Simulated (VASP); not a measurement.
Set up this calculation in VASP 6.6.1, as the native input.

```
Task                   : single point
Functional             : PBE
Potentials or basis    : VASP PAW PBE potentials, release 64 (Ta_pv, Mo_sv)
Cutoff                 : 520 eV
k mesh                 : 4 × 4 × 4
Occupations            : gaussian, width 0.1 eV
Spin                   : no spin polarisation
Dipole correction      : no
Further INCAR settings : ALGO = Fast; EDIFF = 1e-06; NBANDS = 45
```

The structure of Ta2Mo lies in POSCAR:

```
Ta2Mo
1.0
    0.0000000000      3.6395306900      3.6395306900
    3.6395306900      0.0000000000      3.6395306900
    3.6395306900      3.6395306900      0.0000000000
Ta Mo
4 2
Direct
    0.6250000000      0.6250000000      0.1250000000
    0.6250000000      0.1250000000      0.6250000000
    0.6250000000      0.6250000000      0.6250000000
    0.1250000000      0.6250000000      0.6250000000
    0.2500000000      0.2500000000      0.2500000000
    0.0000000000      0.0000000000      0.0000000000
```

The input as run:

INCAR

```
SYSTEM = Ta2Mo
ALGO     = Fast           ! electronic algorithm
EDIFF    = 1E-6           ! SCF threshold, eV
ENCUT    = 520            ! plane-wave cutoff, eV
GGA      = PE             ! functional
ISIF     = 2              ! what is computed and relaxed
ISMEAR   = 0              ! smearing method
LASPH    = .True.         ! aspherical terms in the spheres
LCHARG   = .True.         ! write CHGCAR
LELF     = .True.         ! ELF
LREAL    = .False.        ! projectors in reciprocal space
LVHAR    = .True.       
LWAVE    = .False.        ! write WAVECAR
NBANDS   = 45             ! bands
NELM     = 100            ! most SCF steps
PREC     = Accurate       ! precision mode
SIGMA    = 0.1            ! smearing width, eV
```

KPOINTS

```
k-points
0
Gamma
  4 4 4
  0 0 0
```

Potentials or basis: VASP PAW PBE potentials, release 64 (Ta_pv, Mo_sv).

Launch:

```console
$ cat potpaw_PBE.64/Ta_pv/POTCAR potpaw_PBE.64/Mo_sv/POTCAR > POTCAR
$ mpirun -np 1 vasp_std > vasp.out
```

It gave:

| Item | Value |
| --- | --- |
| Pressure | 34.0 GPa |
| Band gap on the k mesh | zero (band 36 reaches 8.74 eV, above the bottom of band 37 at 8.27 eV) |

Caveat: the k points lie up to 0.37 Å⁻¹ apart; spin-orbit coupling is left out, which moves the levels of the heavy elements.

Run time: 25 s on 1 thread of Intel(R) Xeon(R) 6975P-C (Granite Rapids), with other jobs on the host, peak memory 0.24 GiB.
